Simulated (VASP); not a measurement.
A run of VASP 6.6.1 is set up as follows.

Contents of INCAR:

```
SYSTEM = WSe2
ALGO     = Normal         ! electronic algorithm
DIPOL    = 0.5 0.5 0.393
EDIFF    = 1E-6           ! SCF threshold, eV
ENCUT    = 520            ! plane-wave cutoff, eV
GGA      = PE             ! functional
IDIPOL   = 3            
ISIF     = 2              ! what is computed and relaxed
ISMEAR   = 0              ! smearing method
IVDW     = 12             ! dispersion correction
LASPH    = .TRUE.         ! aspherical terms in the spheres
LCHARG   = .TRUE.         ! write CHGCAR
LDIPOL   = .TRUE.       
LELF     = .TRUE.         ! ELF
LREAL    = .FALSE.        ! projectors in reciprocal space
LVACPOTAV= .TRUE.       
LVHAR    = .TRUE.       
LWAVE    = .FALSE.        ! write WAVECAR
NBANDS   = 35             ! bands
NELM     = 60             ! most SCF steps
PREC     = Accurate       ! precision mode
SIGMA    = 0.05           ! smearing width, eV
```

The input KPOINTS:

```
k-points
0
G
  9 9 1
  0 0 0
```

The input POSCAR:

```
WSe2
1.0
    3.2854926884      0.0000000000      0.0000000000
   -1.6427463442      2.8453201321      0.0000000000
    0.0000000000      0.0000000000     24.2386466672
Se W
4 2
Direct
    0.3333333333      0.6666666667      0.1856539295
    0.3333333333      0.6666666667      0.3246601777
    0.6666666667      1.3333333333      0.4612189569
    0.6666666667      1.3333333333      0.6002252051
    0.6666666667      0.3333333333      0.2551570536
    1.0000000000      1.0000000000      0.5307220810
```

Potentials or basis: VASP PAW PBE potentials, release 64 (Se, W_sv).

Command:

```bash
$ cat potpaw_PBE.64/Se/POTCAR potpaw_PBE.64/W_sv/POTCAR > POTCAR
$ mpirun -np 1 vasp_std > vasp.out
```

Question: Estimate the dispersion energy per atom.

Answer: -0.393 eV.

Question: What does it give for the band gap on the k mesh?

Answer: 1.54 eV (least direct gap 1.63 eV).

Forces on the atoms (eV/Å):
```
Se   0.000  0.000 -0.034
Se   0.000  0.000  0.105
Se   0.000  0.000 -0.093
Se   0.000  0.000  0.040
W    0.000  0.000  0.030
W    0.000  0.000 -0.047
```

Caveat: the cell differs from its parent crystal (layers slid over each other); spin-orbit coupling is left out, which moves the levels of the heavy elements.
